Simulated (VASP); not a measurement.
A run of VASP 6.6.1 is set up as follows.

Contents of INCAR:

```
PREC = Accurate
ENCUT = 600
EDIFF = 1E-6
ISMEAR = 0
SIGMA = 0.1
LREAL = False
LASPH = True
NELM = 120
ALGO = Normal
ISIF = 2
LWAVE = False
LCHARG = False
GGA = PE
NBANDS = 16
GGA_COMPAT = False
```

The input KPOINTS:

```
regular mesh
0
Gamma
  4 4 4
```

Contents of POSCAR:

```
Na2N
1.0
    0.0000000000      3.2390901700      3.2390901700
    3.2390901700      0.0000000000      3.2390901700
    3.2390901700      3.2390901700      0.0000000000
Na N
2 1
Direct
    0.2500000000      0.2500000000      0.2500000000
    0.7500000000      0.7500000000      0.7500000000
    0.0000000000      0.0000000000      0.0000000000
```

Potentials or basis: VASP PAW PBE potentials, release 64 (Na_pv, N).

The run is started by

```sh
$ cat potpaw_PBE.64/Na_pv/POTCAR potpaw_PBE.64/N/POTCAR > POTCAR
$ mpirun -np 1 vasp_std > vasp.out
```

Task: Estimate the pressure.

Result: -5.8 GPa.

Caveat: the k points lie up to 0.42 Å⁻¹ apart.
